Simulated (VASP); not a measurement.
# TiAl4Ni3: single point with PBE

The system is TiAl4Ni3.

```
CELL_PARAMETERS angstrom
4.02883 0.00000 0.00000
0.00000 4.02883 0.00000
0.00000 0.00000 6.50511
ATOMIC_POSITIONS crystal
Ti 0.50000 0.50000 0.50000
Al 0.50000 0.00000 0.77165
Al 0.00000 0.50000 0.77165
Al 0.50000 0.00000 0.22835
Al 0.00000 0.50000 0.22835
Ni 0.00000 0.00000 0.00000
Ni 0.50000 0.50000 0.00000
Ni 0.00000 0.00000 0.50000
```

```json
{
 "Program": "VASP 6.6.1",
 "Task": "single point",
 "Functional": "PBE",
 "Potentials or basis": "VASP PAW PBE potentials, release 64 (Ti_sv, Al, Ni)",
 "Cutoff": "520 eV",
 "k mesh": "10 × 10 × 6",
 "Occupations": "gaussian, width 0.1 eV",
 "Spin": "no spin polarisation",
 "Dipole correction": "no",
 "Further INCAR settings": "ALGO = Fast; EDIFF = 1e-06; NBANDS = 37"
}
```

The pressure is -0.1 GPa, the largest force is 0.004 eV/Å and the band gap on the k mesh is zero (bands 27 and 28 overlap by 0.95 eV).

Forces on the atoms (eV/Å):
```
Ti   0.000  0.000  0.000
Al   0.000  0.000  0.004
Al   0.000  0.000  0.004
Al   0.000  0.000 -0.004
Al   0.000  0.000 -0.004
Ni   0.000  0.000  0.000
Ni   0.000  0.000  0.000
Ni   0.000  0.000  0.000
```

Levels at points of the mesh, in eV from the Fermi level:
```
           k point  band 24  band 25  band 26  band 27  band 28  band 29  band 30  band 31
(0.00, 0.00, 0.00)    -0.90     0.23     0.23     0.26     0.45     1.91     2.09     2.69
(0.50, 0.00, 0.00)    -1.02    -0.94    -0.64    -0.06     0.66     0.87     1.40     1.54
(0.50, 0.50, 0.00)    -1.68    -1.57    -1.02    -0.63    -0.19    -0.19     0.00     1.36
(0.00, 0.00, 0.50)    -0.90    -0.38     0.21     0.67     0.67     1.11     1.11     1.18
(0.50, 0.00, 0.50)    -1.25    -1.02    -0.42    -0.37     1.30     1.53     1.61     2.08
(0.50, 0.50, 0.50)    -1.67    -1.57    -0.65    -0.54     0.05     0.05     1.36     1.46
```

It took 4.5 min on 1 thread of Intel(R) Xeon(R) 6975P-C (Granite Rapids), with other jobs on the host, peak memory 0.4 GiB.

Spin polarisation is off, so any magnetic state and its effect on volume and gap are missing.
